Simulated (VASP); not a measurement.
# SnSe2 (P-3m1) in VASP: notebook, part 2 of 2

VASP 6.6.1.

## (3) Single point, PBE (26.61 Å³/atom)

This run uses another cell than the first one, of 26.61 Å³/atom.

Contents of INCAR:

```
SYSTEM = SnSe2
PREC = Accurate
ENCUT = 520
EDIFF = 1E-6
ISMEAR = 0
SIGMA = 0.02
LREAL = .FALSE.
LASPH = .TRUE.
NELM = 100
ALGO = Normal
ISIF = 2
LWAVE = .FALSE.
LCHARG = .FALSE.
GGA = PE
NBANDS = 20
```

Contents of KPOINTS:

```
regular mesh
0
G
  12 12 4
  0 0 0
```

Contents of POSCAR:

```
SnSe2
1.0
    3.8493249197      0.0000000000      0.0000000000
   -1.9246624599      3.3336131679      0.0000000000
    0.0000000000      0.0000000000      6.2213578739
Sn Se
1 2
Direct
    0.0000000000      0.0000000000      0.0000000000
    0.3333333333      0.6666666667      0.2565695081
    0.6666666667      0.3333333333      0.7434304919
```

Potentials or basis: VASP PAW PBE potentials, release 64 (Sn_d, Se).

The run is started by

```
$ cat potpaw_PBE.64/Sn_d/POTCAR potpaw_PBE.64/Se/POTCAR > POTCAR
$ mpirun -np 1 vasp_std > vasp.out
```

OUTCAR:

```text
SYSTEM = SnSe2
   PREC = Accurate
   ENCUT = 520
   EDIFF = 1E-6
   ISMEAR = 0
   LREAL = .FALSE.
   LASPH = .TRUE.
   NELM = 100
   ISIF = 2
   GGA = PE

 ion  position               nearest neighbor table
   1  0.000  0.000  0.000-   2 2.74   3 2.74   3 2.74   2 2.74   3 2.74   2 2.74
   2  0.333  0.667  0.257-   1 2.74   1 2.74   1 2.74
   3  0.667  0.333  0.743-   1 2.74   1 2.74   1 2.74

  LATTYP: Found a hexagonal cell.
 ALAT       =     3.8493249197
 C/A-ratio  =     1.6162205071

  Lattice vectors:

 A1 = (   3.8493249197,   0.0000000000,   0.0000000000)
 A2 = (  -1.9246624599,   3.3336131679,   0.0000000000)
 A3 = (   0.0000000000,   0.0000000000,   6.2213578739)

Analysis of symmetry for initial positions (statically):
=====================================================================
 Subroutine PRICEL returns:
 Original cell was already a primitive cell.

 Routine SETGRP: Setting up the symmetry group for a
 hexagonal supercell.

 Subroutine GETGRP returns: Found 12 space group operations
 (whereof 12 operations were pure point group operations)
[... 159 lines left out ...]
 Free energy of the ion-electron system (eV)
  ---------------------------------------------------
  ext. energy  EPLUGINS =         0.00000000
  ---------------------------------------------------
  free energy    TOTEN  =       -11.84281184 eV

  energy without entropy =      -11.84281184  energy(sigma->0) =      -11.84281184

 E-fermi :   4.0294     XC(G=0):  -9.3414

 val. band max:        3.8598653845   @ k =   0.0833   0.0833   0.0000
 cond. band min:       4.5147997895   @ k =   0.5000   0.0000   0.5000
 fundamental gap:      0.6549344050
 Fermi energy:         4.0294348326

 k-point     1 :       0.0000    0.0000    0.0000
  band No.  band energies     occupation
      1     -17.3841      2.00000
      2     -17.3841      2.00000
      3     -17.3502      2.00000
      4     -17.3399      2.00000
      5     -17.3399      2.00000
      6      -9.8075      2.00000
[... 541 lines left out ...]
     19      11.8061      0.00000
     20      12.7383      0.00000

 [... further k-points ...]
[... 5 lines left out ...]
  --------------------------------------------------------------------------------------
  -------------------------------------------------------------------------------------
  Total        0.7228672      0.7228672      0.6739074     -0.0000000      0.0000000      0.0000000
  in kB       14.5072187     14.5072187     13.5246435     -0.0000000      0.0000000      0.0000000
  external PRESSURE =      14.1796936 kB  Pullay stress =       0.0000000 kB

 VOLUME and BASIS-vectors are now :
 -----------------------------------------------------------------------------
  energy-cutoff  :      520.00
  volume of cell :       79.83
      direct lattice vectors                 reciprocal lattice vectors
     3.849324920  0.000000000  0.000000000     0.259785812  0.149987409  0.000000000
    -1.924662460  3.333613168  0.000000000     0.000000000  0.299974817  0.000000000
     0.000000000  0.000000000  6.221357874     0.000000000  0.000000000  0.160736614

 POSITION                                       TOTAL-FORCE (eV/Angst)
 -----------------------------------------------------------------------------------
      0.00000      0.00000      0.00000         0.000000      0.000000      0.000000
     -0.00000      2.22241      1.59621        -0.000000      0.000000      0.008267
      1.92466      1.11120      4.62515         0.000000     -0.000000     -0.008267
 -----------------------------------------------------------------------------------
    total drift:                               -0.000000     -0.000000     -0.000000

  FREE ENERGIE OF THE ION-ELECTRON SYSTEM (eV)
  ---------------------------------------------------
  free  energy   TOTEN  =       -11.8428118366 eV

  energy  without entropy=      -11.8428118366  energy(sigma->0) =      -11.84281184
```

OSZICAR:

```text
N       E                     dE             d eps       ncg     rms          rms(c)
DAV:   1     0.204432816092E+03    0.20443E+03   -0.12206E+04  2828   0.147E+03
DAV:   2     0.111634724270E+02   -0.19327E+03   -0.18570E+03  2980   0.384E+02
DAV:   3    -0.112818242156E+02   -0.22445E+02   -0.21898E+02  3384   0.112E+02
DAV:   4    -0.120799871786E+02   -0.79816E+00   -0.79680E+00  3252   0.224E+01
DAV:   5    -0.120988896510E+02   -0.18902E-01   -0.18901E-01  3868   0.359E+00    0.481E+00
DAV:   6    -0.118564847649E+02    0.24240E+00   -0.53252E-01  4124   0.726E+00    0.309E+00
DAV:   7    -0.118421019944E+02    0.14383E-01   -0.14315E-01  3224   0.230E+00    0.103E+00
DAV:   8    -0.118422711769E+02   -0.16918E-03   -0.11358E-02  3396   0.956E-01    0.266E-01
DAV:   9    -0.118427716903E+02   -0.50051E-03   -0.15141E-03  3172   0.294E-01    0.812E-02
DAV:  10    -0.118427828608E+02   -0.11170E-04   -0.12714E-04  3540   0.755E-02    0.323E-02
DAV:  11    -0.118428118725E+02   -0.29012E-04   -0.43795E-05  3108   0.370E-02    0.967E-03
DAV:  12    -0.118428118366E+02    0.35930E-07   -0.24043E-06  3132   0.112E-02
   1 F= -.11842812E+02 E0= -.11842812E+02  d E =-.709814E-35
```

It took 37 s on 1 thread of Intel Xeon 6975P-C (Granite Rapids), shared host; peak memory 0.26 GiB.

What came out:

- Free energy: -11.8428 eV
- Pressure: 1.4 GPa
- Largest force: 0.008 eV/Å
- Band gap on the k mesh: 0.65 eV (least direct gap 1.00 eV)

Forces on the atoms (eV/Å):
```
Sn   0.000  0.000  0.000
Se   0.000  0.000  0.008
Se   0.000  0.000 -0.008
```

Stress tensor (GPa, compression positive):
```
1.45 0.00 0.00
0.00 1.45 0.00
0.00 0.00 1.35
```

Levels at points of the mesh, in eV from the valence-band top:
```
           k point  band 11  band 12  band 13  band 14  band 15  band 16
(0.00, 0.00, 0.00)    -0.33    -0.33    -0.14     0.86     3.04     4.58
(0.50, 0.00, 0.00)    -2.43    -1.32    -0.28     1.11     3.67     5.16
(0.00, 0.00, 0.50)    -0.68    -0.15    -0.15     2.36     2.92     4.31
(0.50, 0.00, 0.50)    -1.98    -0.87    -0.71     0.65     4.07     4.65
```

Caveat: spin-orbit coupling is left out, which moves the levels of the heavy elements; this functional lacks dispersion, which binds the layers, so the pressure and a relaxed spacing across them are unreliable. A k mesh can miss the band edges.

## (4) Single point, PBE (27.52 Å³/atom)

This run uses another cell than the first one, of 27.52 Å³/atom.

Contents of INCAR:

```
ALGO = Normal
EDIFF = 1E-7
ENCUT = 520
GGA = PE
ISIF = 2
ISMEAR = 0
LASPH = T
LCHARG = F
LREAL = F
LWAVE = F
NBANDS = 20
NELM = 80
PREC = Accurate
SIGMA = 0.02
```

Contents of KPOINTS:

```
k-points
0
Gamma
  12 12 4
```

Contents of POSCAR:

```
SnSe2
1.0
    3.8574321122      0.0000000000      0.0000000000
   -1.9287160561      3.3406342025      0.0000000000
    0.0000000000      0.0000000000      6.4064355836
Sn Se
1 2
Direct
    0.0000000000      0.0000000000      0.0000000000
    0.3333333333      0.6666666667      0.2492177531
    0.6666666667      0.3333333333      0.7507822469
```

Potentials or basis: VASP PAW PBE potentials, release 64 (Sn_d, Se).

The run is started by

```
$ cat potpaw_PBE.64/Sn_d/POTCAR potpaw_PBE.64/Se/POTCAR > POTCAR
$ mpirun -np 1 vasp_std > vasp.out
```

OUTCAR:

```text
EDIFF = 1E-7
   ENCUT = 520
   GGA = PE
   ISIF = 2
   ISMEAR = 0
   LASPH = T
   LREAL = F
   NELM = 80
   PREC = Accurate

 ion  position               nearest neighbor table
   1  0.000  0.000  0.000-   2 2.74   3 2.74   2 2.74   3 2.74   3 2.74   2 2.74
   2  0.333  0.667  0.249-   1 2.74   1 2.74   1 2.74
   3  0.667  0.333  0.751-   1 2.74   1 2.74   1 2.74

  LATTYP: Found a hexagonal cell.
 ALAT       =     3.8574321122
 C/A-ratio  =     1.6608031969

  Lattice vectors:
[... 194 lines left out ...]
      4     -17.6704      2.00000
      5     -17.6704      2.00000
      6     -10.0629      2.00000
[... 541 lines left out ...]
     19      11.5335      0.00000
     20      12.4327      0.00000

 [... further k-points ...]
[... 5 lines left out ...]
  --------------------------------------------------------------------------------------
  -------------------------------------------------------------------------------------
  Total        0.4418818      0.4418818      0.3840631     -0.0000000      0.0000000      0.0000000
  in kB        8.5757688      8.5757688      7.4536576     -0.0000000      0.0000000      0.0000000
  external PRESSURE =       8.2017318 kB  Pullay stress =       0.0000000 kB

 VOLUME and BASIS-vectors are now :
 -----------------------------------------------------------------------------
  energy-cutoff  :      520.00
  volume of cell :       82.56
      direct lattice vectors                 reciprocal lattice vectors
     3.857432112  0.000000000  0.000000000     0.259239818  0.149672179  0.000000000
    -1.928716056  3.340634202  0.000000000     0.000000000  0.299344358  0.000000000
     0.000000000  0.000000000  6.406435584     0.000000000  0.000000000  0.156093039

 POSITION                                       TOTAL-FORCE (eV/Angst)
 -----------------------------------------------------------------------------------
      0.00000      0.00000      0.00000        -0.000000      0.000000      0.000000
     -0.00000      2.22709      1.59660         0.000000      0.000000      0.007605
      1.92872      1.11354      4.80984         0.000000     -0.000000     -0.007605
 -----------------------------------------------------------------------------------
    total drift:                                0.000000     -0.000000     -0.000000

  FREE ENERGIE OF THE ION-ELECTRON SYSTEM (eV)
  ---------------------------------------------------
  free  energy   TOTEN  =       -11.8601703415 eV

  energy  without entropy=      -11.8601703415  energy(sigma->0) =      -11.86017034
```

OSZICAR:

```text
N       E                     dE             d eps       ncg     rms          rms(c)
DAV:   1     0.204702654890E+03    0.20470E+03   -0.12093E+04  2836   0.146E+03
DAV:   2     0.115985182682E+02   -0.19310E+03   -0.18628E+03  2968   0.384E+02
DAV:   3    -0.112770056417E+02   -0.22876E+02   -0.22297E+02  3344   0.113E+02
DAV:   4    -0.121011132709E+02   -0.82411E+00   -0.82281E+00  3308   0.227E+01
DAV:   5    -0.121214586575E+02   -0.20345E-01   -0.20344E-01  3772   0.373E+00    0.475E+00
DAV:   6    -0.118741733333E+02    0.24729E+00   -0.54258E-01  4168   0.731E+00    0.305E+00
DAV:   7    -0.118595178814E+02    0.14655E-01   -0.14390E-01  3164   0.230E+00    0.101E+00
DAV:   8    -0.118596130769E+02   -0.95196E-04   -0.11590E-02  3484   0.966E-01    0.263E-01
DAV:   9    -0.118601259497E+02   -0.51287E-03   -0.15114E-03  3100   0.299E-01    0.808E-02
DAV:  10    -0.118601395852E+02   -0.13635E-04   -0.12849E-04  3580   0.762E-02    0.320E-02
DAV:  11    -0.118601694815E+02   -0.29896E-04   -0.44255E-05  3044   0.374E-02    0.101E-02
DAV:  12    -0.118601694841E+02   -0.25652E-08   -0.26745E-06  3708   0.114E-02    0.662E-03
DAV:  13    -0.118601701576E+02   -0.67352E-06   -0.21618E-06  3020   0.784E-03    0.264E-03
DAV:  14    -0.118601702928E+02   -0.13528E-06   -0.36508E-08  2544   0.125E-03    0.109E-03
DAV:  15    -0.118601703415E+02   -0.48658E-07   -0.32492E-08  2384   0.132E-03
   1 F= -.11860170E+02 E0= -.11860170E+02  d E =-.459890E-35
```

Wall time 50 s (1 thread of Intel Xeon 6975P-C (Granite Rapids), shared host); peak memory 0.26 GiB.

What came out:

| Item | Value |
| --- | --- |
| Free energy | -11.8602 eV |
| Pressure | 0.8 GPa |
| Largest force | 0.008 eV/Å |
| Band gap on the k mesh | 0.69 eV (least direct gap 1.13 eV) |

Forces in eV/Å, atoms in the order of the input:
```
Sn   0.000  0.000  0.000
Se   0.000  0.000  0.008
Se   0.000  0.000 -0.008
```

Caveat: spin-orbit coupling is left out, which moves the levels of the heavy elements; this functional lacks dispersion, which binds the layers, so the pressure and a relaxed spacing across them are unreliable.

## (5) Summary

| cell | k mesh | smearing | gap on the mesh (eV) | pressure (GPa) | largest force (eV/Å) |
| --- | --- | --- | --- | --- | --- |
| a = 3.876, b = 3.876, c = 6.786 Å, angles 90.0, 90.0, 120.0°, 3 atoms, atomic positions A | 6 × 6 × 4 | gaussian 0.1 eV | 0.70 | 0.2 | 0.03 |
| a = 3.849, b = 3.849, c = 6.221 Å, angles 90.0, 90.0, 120.0°, 3 atoms, atomic positions B | 12 × 12 × 4 | gaussian 0.02 eV | 0.65 | 1.4 | 0.01 |
| a = 3.857, b = 3.857, c = 6.406 Å, angles 90.0, 90.0, 120.0°, 3 atoms, atomic positions C | 12 × 12 × 4 | gaussian 0.02 eV | 0.69 | 0.8 | 0.01 |

Alike in all rows: task single point; level PBE; potentials or basis VASP PAW PBE potentials, release 64 (Sn_d, Se); no spin polarisation; cutoff (eV) 520.

Caveats: spin-orbit coupling is left out, which moves the levels of the heavy elements; this functional lacks dispersion, which binds the layers, so the pressure and a relaxed spacing across them are unreliable.

Total energies depend on the potentials used, so only differences within one code and one set of settings carry meaning.
